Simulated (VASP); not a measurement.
# Ti4N3O (Pm-3m) in VASP: single point with PBE

Aim: the single point of Ti4N3O with PBE.

All numbers are computed with VASP 6.6.1; they aren't measurements. Logs are shortened: lines on timing, memory, paths and dates and some standing lists are left out, and cuts for length are marked.

## Step 1: The cell of the first run

It takes space group Pm-3m (No. 221, cubic). The conventional cell has a = 4.255 Å, b = 4.255 Å, c = 4.255 Å, α = 90.00°, β = 90.00°, γ = 90.00°. Within 2.8 Å of Ti (site symmetry m-3m) lie 6 N at 2.13 Å. Ti (site symmetry 4/mmm) has 4 N at 2.13 Å and 2 O at 2.13 Å within 2.8 Å. Within 2.8 Å of N (site symmetry 4/mmm) lie 6 Ti at 2.13 Å. O (site symmetry m-3m) has 6 Ti at 2.13 Å within 2.8 Å.

## Step 2: Single point, PBE

POSCAR reads:

```
Ti4N3O
1.0
    4.2545000000      0.0000000000      0.0000000000
    0.0000000000      4.2545000000      0.0000000000
    0.0000000000      0.0000000000      4.2545000000
Ti N O
4 3 1
Direct
    0.0000000000      0.0000000000      0.0000000000
    0.5000000000      0.0000000000      0.5000000000
    0.0000000000      0.5000000000      0.5000000000
    0.5000000000      0.5000000000      0.0000000000
    0.0000000000      0.5000000000      0.0000000000
    0.5000000000      0.0000000000      0.0000000000
    0.0000000000      0.0000000000      0.5000000000
    0.5000000000      0.5000000000      0.5000000000
```

INCAR.step1 reads:

```
ALGO = Normal ; EDIFF = 1E-7
ENCUT = 520 ; GGA = PE
ISIF = 2 ; ISMEAR = 0
LASPH = T ; LCHARG = T
LMAXMIX = 4 ; LREAL = F
LWAVE = F ; NBANDS = 44
NELM = 60 ; PREC = Accurate
SIGMA = 0.1
```

KPOINTS.step1 reads:

```
k-points
0
Gamma
  10 10 10
```

INCAR.step2 reads:

```
ALGO = Normal ; EDIFF = 1E-7
ENCUT = 520 ; GGA = PE
ICHARG = 11 ; ISIF = 2
ISMEAR = -5 ; LASPH = T
LCHARG = F ; LMAXMIX = 4
LORBIT = 10 ; LREAL = F
LWAVE = F ; NEDOS = 1001
NELM = 60 ; PREC = Accurate
SIGMA = 0.1
```

KPOINTS.step2 reads:

```
k-points
0
Gamma
  15 15 15
```

Potentials or basis: VASP PAW PBE potentials, release 64 (Ti_sv, N, O).

The run is started by

```
cat potpaw_PBE.64/Ti_sv/POTCAR potpaw_PBE.64/N/POTCAR potpaw_PBE.64/O/POTCAR > POTCAR
cp INCAR.step1 INCAR
cp KPOINTS.step1 KPOINTS
mpirun -np 1 vasp_std > vasp.out
cp INCAR.step2 INCAR
cp KPOINTS.step2 KPOINTS
mpirun -np 1 vasp_std > vasp.out
```

OUTCAR:

```text
EDIFF = 1E-7
   ENCUT = 520
   GGA = PE
   ICHARG = 11
   ISIF = 2
   ISMEAR = -5
   LASPH = T
   LORBIT = 10
   LREAL = F
   NELM = 60
   PREC = Accurate

 ion  position               nearest neighbor table
   1  0.000  0.000  0.000-   5 2.13   6 2.13   7 2.13   7 2.13   5 2.13   6 2.13
   2  0.500  0.000  0.500-   6 2.13   7 2.13   8 2.13   6 2.13   8 2.13   7 2.13
   3  0.000  0.500  0.500-   5 2.13   7 2.13   8 2.13   5 2.13   7 2.13   8 2.13
   4  0.500  0.500  0.000-   5 2.13   6 2.13   8 2.13   8 2.13   6 2.13   5 2.13
   5  0.000  0.500  0.000-   1 2.13   3 2.13   4 2.13   3 2.13   1 2.13   4 2.13
   6  0.500  0.000  0.000-   1 2.13   2 2.13   4 2.13   2 2.13   4 2.13   1 2.13
   7  0.000  0.000  0.500-   1 2.13   2 2.13   3 2.13   1 2.13   3 2.13   2 2.13
   8  0.500  0.500  0.500-   2 2.13   3 2.13   4 2.13   4 2.13   2 2.13   3 2.13

  LATTYP: Found a simple cubic cell.
 ALAT       =     4.2545000000

  Lattice vectors:

 A1 = (   4.2545000000,   0.0000000000,   0.0000000000)
 A2 = (   0.0000000000,   4.2545000000,   0.0000000000)
 A3 = (   0.0000000000,   0.0000000000,   4.2545000000)

Analysis of symmetry for initial positions (statically):
=====================================================================
 Subroutine PRICEL returns:
 Original cell was already a primitive cell.

 Routine SETGRP: Setting up the symmetry group for a
 simple cubic supercell.

 Subroutine GETGRP returns: Found 48 space group operations
 (whereof 48 operations were pure point group operations)
 out of a pool of 48 trial point group operations.

The static configuration has the point symmetry O_h .

Analysis of symmetry for dynamics (positions and initial velocities):
=====================================================================
 Subroutine PRICEL returns:
 Original cell was already a primitive cell.

 Routine SETGRP: Setting up the symmetry group for a
 simple cubic supercell.

 Subroutine GETGRP returns: Found 48 space group operations
 (whereof 48 operations were pure point group operations)
 out of a pool of 48 trial point group operations.

The dynamic configuration has the point symmetry O_h .

 Subroutine INISYM returns: Found 48 space group operations
 (whereof 48 operations are pure point group operations),
 and found     1 'primitive' translations

----------------------------------------------------------------------------------------

                                     Primitive cell

  volume of cell :      77.0097

  direct lattice vectors                    reciprocal lattice vectors
     4.254500000  0.000000000  0.000000000     0.235045246  0.000000000  0.000000000
     0.000000000  4.254500000  0.000000000     0.000000000  0.235045246  0.000000000
     0.000000000  0.000000000  4.254500000     0.000000000  0.000000000  0.235045246

  length of vectors
     4.254500000  4.254500000  4.254500000     0.235045246  0.235045246  0.235045246

  position of ions in fractional coordinates (direct lattice)
     0.000000000  0.000000000  0.000000000
     0.500000000  0.000000000  0.500000000
     0.000000000  0.500000000  0.500000000
     0.500000000  0.500000000  0.000000000
     0.000000000  0.500000000  0.000000000
     0.500000000  0.000000000  0.000000000
     0.000000000  0.000000000  0.500000000
     0.500000000  0.500000000  0.500000000

  ion indices of the primitive-cell ions
   primitive index   ion index
                 1           1
                 2           2
                 3           3
                 4           4
                 5           5
                 6           6
                 7           7
                 8           8

----------------------------------------------------------------------------------------

 KPOINTS: k-points

Automatic generation of k-mesh.
 Grid dimensions read from file:
 generate k-points for:   15   15   15

 Generating k-lattice:

  Cartesian coordinates                     Fractional coordinates (reciprocal lattice)
     0.015669683  0.000000000  0.000000000     0.066666667  0.000000000  0.000000000
     0.000000000  0.015669683  0.000000000     0.000000000  0.066666667  0.000000000
     0.000000000  0.000000000  0.015669683     0.000000000  0.000000000  0.066666667

  Length of vectors
     0.015669683  0.015669683  0.015669683

  Shift w.r.t. Gamma in fractional coordinates (k-lattice)
     0.000000000  0.000000000  0.000000000

 TETIRR: Found   1667 inequivalent tetrahedra from    20250

 Subroutine IBZKPT returns following result:
 ===========================================

 Found    120 irreducible k-points:

 Following reciprocal coordinates:
            Coordinates               Weight
  0.000000  0.000000  0.000000      1.000000
  0.066667  0.000000  0.000000      6.000000
  0.133333  0.000000  0.000000      6.000000
  0.200000  0.000000  0.000000      6.000000
  0.266667  0.000000  0.000000      6.000000
  0.333333  0.000000  0.000000      6.000000
[... 16 lines left out ...]
  0.266667  0.200000  0.000000     24.000000
  0.333333  0.200000  0.000000     24.000000
 [... further k-points ...]
   k-points           NKPTS =    120   k-points in BZ     NKDIM =    120   number of bands    NBANDS=     41
   number of dos      NEDOS =   1001   number of ions     NIONS =      8
   total plane-waves  NPLWV =  32768
   dimension x,y,z NGX =    32 NGY =   32 NGZ =   32
   dimension x,y,z NGXF=    64 NGYF=   64 NGZF=   64
   ions per type =               4   3   1
   NGX,Y,Z   is equivalent  to a cutoff of  12.50, 12.50, 12.50 a.u.
   NGXF,Y,Z  is equivalent  to a cutoff of  25.01, 25.01, 25.01 a.u.
 SYSTEM =  unknown system
   PREC   = accura    normal or accurate (medium, high low for compatibility)
   ISTART =      0    job   : 0-new  1-cont  2-samecut
   ICHARG =     11    charge: 1-file 2-atom 10-const
   ISPIN  =      1    spin polarized calculation?
   LNONCOLLINEAR =      F non collinear calculations
   LSORBIT =      F    spin-orbit coupling
   LASPH  =      T    aspherical Exc in radial PAW
   ENCUT  =  520.0 eV  38.22 Ry    6.18 a.u.   7.91  7.91  7.91*2*pi/ulx,y,z
   NELM   =     60;   NELMIN=  2; NELMDL=  0     # of ELM steps
   EDIFF  = 0.1E-06   stopping-criterion for ELM
   LREAL  =      F    real-space projection
   EDIFFG = 0.1E-05   stopping-criterion for IOM
   NSW    =      0    number of steps for IOM
   IBRION =     -1    ionic relax: 0-MD 1-quasi-New 2-CG
   NFREE  =      0    steps in history (QN), initial steepest desc. (CG)
   ISIF   =      2    stress and relaxation
   ISYM   =      2    0-nonsym 1-usesym 2-fastsym
   POTIM  = 0.5000    time-step for ionic-motion
   TEBEG  =    0.0;   TEEND  =   0.0 temperature during run
   PSTRESS=    0.0 pullay stress
   NELECT =      69.0000    total number of electrons
   NUPDOWN=      -1.0000    fix difference up-down
   EMIN   =  10.00;   EMAX   =-10.00  energy-range for DOS
   EFERMI =   0.00;   METHOD = LEGACY
   ISMEAR =    -5;   SIGMA  =   0.10  broadening in eV -4-tet -1-fermi 0-gaus
   EFERMI_NEDOS =   21; number of points for ismear=-14 and -15
   IALGO  =     38    algorithm
   IMIX   =      4    mixing-type and parameters
     AMIX     =   0.40;   BMIX     =  1.00
     AMIX_MAG =   1.60;   BMIX_MAG =  1.00
  volume/ion in A,a.u.               =       9.63        64.96
  Fermi-wavevector in a.u.,A,eV,Ry     =   1.578251  2.982461 33.890417  2.490875
  Thomas-Fermi vector in A             =   2.678810
   LORBIT       =     10    0 simple, 1 ext, 2 COOP (PROOUT), +10 PAW based schemes
   GGA     = PE    functional components
   LHFCALC =     F    Hartree Fock is set to
   AEXX    =    0.0000 exact exchange contribution
   IVDW    =     0    specifies the selected vdW correction
   LEPSILON=     F    determine dielectric tensor
   LRPA    =     F    only Hartree local field effects (RPA)
 non-spin polarized calculation
 Fermi weights with tetrahedron method with Bloechl corrections
  energy-cutoff  :      520.00
  volume of cell :       77.01
 maximum number of plane-waves:      2103
 NGX is ok and might be reduce to    32

 number of electron      68.9999975 magnetization

 Free energy of the ion-electron system (eV)
  ---------------------------------------------------
  ext. energy  EPLUGINS =         0.00000000
  ---------------------------------------------------
  free energy    TOTEN  =       -76.42857480 eV

  energy without entropy =      -76.42857480  energy(sigma->0) =      -76.42857480

 E-fermi :  11.5506     XC(G=0): -12.9466

 val. band max:       11.5652792896   @ k =   0.4000   0.3333   0.0667
 cond. band min:      11.5437230502   @ k =   0.4667   0.3333   0.0667
 fundamental gap:     -0.0215562394
 Fermi energy:        11.5506196898

 k-point     1 :       0.0000    0.0000    0.0000
  band No.  band energies     occupation
      1     -46.4343      2.00000
      2     -46.3247      2.00000
      3     -46.3247      2.00000
      4     -46.2370      2.00000
      5     -22.9599      2.00000
      6     -22.9599      2.00000
[... 33 lines left out ...]
     40      12.0075      0.00000
     41      13.0605      0.00000

 k-point     2 :       0.0667    0.0000    0.0000
  band No.  band energies     occupation
      1     -46.4330      2.00000
      2     -46.3256      2.00000
      3     -46.3247      2.00000
      4     -46.2373      2.00000
      5     -22.9566      2.00000
      6     -22.9566      2.00000
[... 33 lines left out ...]
     40      12.1993      0.00000
     41      13.0847      0.00000

 k-point     3 :       0.1333    0.0000    0.0000
  band No.  band energies     occupation
      1     -46.4293      2.00000
      2     -46.3283      2.00000
      3     -46.3246      2.00000
      4     -46.2382      2.00000
      5     -22.9472      2.00000
      6     -22.9472      2.00000
[... 33 lines left out ...]
     40      12.6004      0.00000
     41      13.0894      0.00000

 k-point     4 :       0.2000    0.0000    0.0000
  band No.  band energies     occupation
      1     -46.4233      2.00000
      2     -46.3329      2.00000
      3     -46.3245      2.00000
      4     -46.2395      2.00000
      5     -22.9322      2.00000
      6     -22.9322      2.00000
[... 825 lines left out ...]
     40      13.3697      0.00000
     41      13.4893      0.00000

 k-point    23 :       0.2667    0.2000    0.0000
  band No.  band energies     occupation
      1     -46.4065      2.00000
      2     -46.3397      2.00000
      3     -46.3300      2.00000
      4     -46.2435      2.00000
      5     -22.9510      2.00000
      6     -22.8871      2.00000
[... 33 lines left out ...]
     40      13.2989      0.00000
     41      13.3850      0.00000

 k-point    24 :       0.3333    0.2000    0.0000
  band No.  band energies     occupation
      1     -46.3982      2.00000
      2     -46.3461      2.00000
      3     -46.3302      2.00000
      4     -46.2449      2.00000
      5     -22.9500      2.00000
      6     -22.8660      2.00000
[... 33 lines left out ...]
     40      13.1270      0.00000
     41      13.1422      0.00000

 [... further k-points ...]
[... 5 lines left out ...]
  --------------------------------------------------------------------------------------
  -------------------------------------------------------------------------------------
  Total        0.1251677      0.1251677      0.1251677     -0.0000000      0.0000000     -0.0000000
  in kB        2.6040975      2.6040975      2.6040975     -0.0000000      0.0000000     -0.0000000
  external PRESSURE =       2.6040975 kB  Pullay stress =       0.0000000 kB

 VOLUME and BASIS-vectors are now :
 -----------------------------------------------------------------------------
  energy-cutoff  :      520.00
  volume of cell :       77.01
      direct lattice vectors                 reciprocal lattice vectors
     4.254500000  0.000000000  0.000000000     0.235045246  0.000000000  0.000000000
     0.000000000  4.254500000  0.000000000     0.000000000  0.235045246  0.000000000
     0.000000000  0.000000000  4.254500000     0.000000000  0.000000000  0.235045246

 POSITION                                       TOTAL-FORCE (eV/Angst)
 -----------------------------------------------------------------------------------
      0.00000      0.00000      0.00000         0.000000      0.000000      0.000000
      2.12725      0.00000      2.12725         0.000000      0.000000      0.000000
      0.00000      2.12725      2.12725         0.000000      0.000000      0.000000
      2.12725      2.12725      0.00000         0.000000      0.000000      0.000000
      0.00000      2.12725      0.00000         0.000000      0.000000      0.000000
      2.12725      0.00000      0.00000         0.000000      0.000000      0.000000
      0.00000      0.00000      2.12725         0.000000      0.000000      0.000000
      2.12725      2.12725      2.12725         0.000000      0.000000      0.000000
 -----------------------------------------------------------------------------------
    total drift:                                0.000000     -0.000000     -0.000000

  FREE ENERGIE OF THE ION-ELECTRON SYSTEM (eV)
  ---------------------------------------------------
  free  energy   TOTEN  =       -76.4285748005 eV

  energy  without entropy=      -76.4285748005  energy(sigma->0) =      -76.42857480

 total charge

# of ion       s       p       d       tot
------------------------------------------
    1        2.180   6.222   1.962  10.365
    2        2.169   6.197   1.998  10.364
    3        2.169   6.197   1.998  10.364
    4        2.169   6.197   1.998  10.364
    5        1.244   2.501   0.000   3.745
    6        1.244   2.501   0.000   3.745
    7        1.244   2.501   0.000   3.745
    8        1.552   3.524   0.000   5.076
--------------------------------------------------
tot         13.973  35.841   7.955  57.769
```

It took 6.2 min on 1 thread of Intel Xeon Platinum 8488C (Sapphire Rapids), shared host; peak memory 0.39 GiB.

What came out:

| Quantity | Value |
| --- | --- |
| Valence electrons inside the program's atomic spheres | Ti 10.37, 10.36 (each value once); N 3.75; O 5.08 |

Caveat: an odd number of electrons without spin polarisation forces a metal; a magnetic or distorted state may lie lower; tetrahedron occupations give inexact forces and stress in metals.
